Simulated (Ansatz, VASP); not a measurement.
## One calculation of Ga, two programs

INCAR

```
AGGAC = 1.0
AGGAX = 1.0
ALDAC = 0.0
ALDAX = 1.0
ALGO = Normal
EDIFF = 1E-7
ENCUT = 520
GGA = B5
ISIF = 2
ISMEAR = -1
LASPH = T
LCHARG = F
LREAL = F
LWAVE = F
NBANDS = 12
NELM = 80
PREC = Accurate
SIGMA = 0.1
```

Contents of KPOINTS:

```
k-points
0
Gamma
  20 20 20
```

Contents of POSCAR:

```
Ga
1.0
    0.0000000000      2.1502553606      2.1502553606
    2.1502553606      0.0000000000      2.1502553606
    2.1502553606      2.1502553606      0.0000000000
Ga
1
Direct
    0.0000000000      0.0000000000      0.0000000000
```

Input for Ansatz:

```yaml
crystal:
  lattice:
    - [0.0, 2.1502553606, 2.1502553606]
    - [2.1502553606, 0.0, 2.1502553606]
    - [2.1502553606, 2.1502553606, 0.0]
  atoms:
    - { symbol: Ga, position: [0.0, 0.0, 0.0] }
hamiltonian:
  xc: blyp
  pseudopotentials:
    kind: paw
    azcp:
      Ga: "pseudopotentials/Ga.paw.azcp"
basis:
  ecutwfc: 420
  fft_grid_basis: typed
kpoints:
  mp_grid: { grid: [20, 20, 20], shift: [0, 0, 0] }
magnetization:
  spin_polarized: false
scf:
  occupations: { method: fermi_dirac, width: 0.1 }
output:
  stress: true
```

Alike in both runs: task single point; functional BLYP; k mesh 20 × 20 × 20; occupations fermi-dirac, width 0.1 eV; no spin polarisation.

|  | VASP | Ansatz |
| --- | --- | --- |
| version | VASP 6.6.1 | Ansatz 0.2.0 |
| potentials or method | VASP PAW PBE potentials, release 64 (Ga_d), cutoff 520 eV | plane waves (420 eV) with PAW, scalar-relativistic |
| valence electrons in the cell | 13 | 13 |

|  | VASP | Ansatz | Ansatz less VASP |
| --- | --- | --- | --- |
| pressure (GPa) | 3.1 | 3.1 | +0.01 |

VASP's potentials were made for PBE, not for BLYP. The functional is the same, so the differences come from potentials, cutoffs and numerics.
